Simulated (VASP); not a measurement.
Input of a VASP 6.6.1 run:

The input INCAR:

```
PREC = Accurate
ENCUT = 520
EDIFF = 1E-6
ISMEAR = -1
SIGMA = 0.08
LREAL = F
LASPH = T
NELM = 80
ALGO = Normal
ISIF = 2
LWAVE = F
LCHARG = T
GGA = PE
LELF = T
LVHAR = T
NBANDS = 18
```

Contents of KPOINTS:

```
regular mesh
0
Gamma
  6 6 8
```

Contents of POSCAR:

```
Si2W
1.0
   -1.6069000000      1.6069000000      3.9149500000
    1.6069000000     -1.6069000000      3.9149500000
    1.6069000000      1.6069000000     -3.9149500000
Si W
2 1
Direct
    0.3767736492      0.3614438216      0.0349732404
    0.6636635855      0.6703870904     -0.0055884000
    0.0081708687     -0.0068954080     -0.0059810816
```

Potentials or basis: VASP PAW PBE potentials, release 64 (Si, W_sv).

The run is started by

```sh
$ cat potpaw_PBE.64/Si/POTCAR potpaw_PBE.64/W_sv/POTCAR > POTCAR
$ mpirun -np 1 vasp_std > vasp.out
```

Question: Estimate the largest force.

Answer: 1.799 eV/Å.

Question: Estimate the pressure.

Answer: 5.8 GPa.

Question: What does it give for the band gap on the k mesh?

Answer: Zero (bands 11 and 12 overlap by 0.88 eV).

Stress tensor (GPa, compression positive):
```
5.48 0.60 0.73
0.60 5.34 1.35
0.73 1.35 6.58
```

Caveat: the cell stands under pressure; spin-orbit coupling is left out, which moves the levels of the heavy elements; forces of over 1 eV/Å act on the atoms, so gaps and moduli don't describe the material at rest.
